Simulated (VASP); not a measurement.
Runs of VASP 6.6.1 on Ti. The structure is that of space group Fm-3m (No. 225), or close to it. The cells are those of the table. 

```tsv
level	cell	k mesh	smearing	gap on the mesh (eV)	pressure (GPa)
PBE	a = 2.869 Å, angles 60.0°, 1 atom	23 × 23 × 23	fermi-dirac 0.0612256 eV	none	4.4
PBE	a = 2.849 Å, angles 60.0°, 1 atom	23 × 23 × 23	fermi-dirac 0.0612256 eV	none	7.0
r2SCAN	a = 2.889 Å, angles 60.0°, 1 atom	14 × 14 × 14	fermi-dirac 0.1 eV	none	2.7
PBE	a = 2.889 Å, angles 60.0°, 1 atom	23 × 23 × 23	fermi-dirac 0.0612256 eV	none	(b)
PBE	a = 2.965 Å, angles 60.0°, 1 atom	46 × 46 × 46	fermi-dirac 0.0612256 eV	none	-5.8
r2SCAN	a = 2.947 Å, angles 60.0°, 1 atom	14 × 14 × 14	fermi-dirac 0.1 eV	none	(a)
PBE	a = 2.928 Å, angles 60.0°, 1 atom	23 × 23 × 23	fermi-dirac 0.0612256 eV	none	-2.3
PBE	a = 2.965 Å, angles 60.0°, 1 atom	23 × 23 × 23	fermi-dirac 0.0612256 eV	none	-5.8
PBE	a = 2.947 Å, angles 60.0°, 1 atom	23 × 23 × 23	fermi-dirac 0.0612256 eV	none	-4.2
```

Alike in all rows: task single point; potentials or basis VASP PAW PBE potentials, release 64 (Ti_sv); no spin polarisation; cutoff (eV) 520.

Problem. Fill in the values left out.

Solution. (a) -3.8; (b) 1.9.

Caveats: the PAW data sets were made with another functional, which shifts forces and pressure a little (some runs).

A gap of «none» marks levels without a gap at the run's occupations.
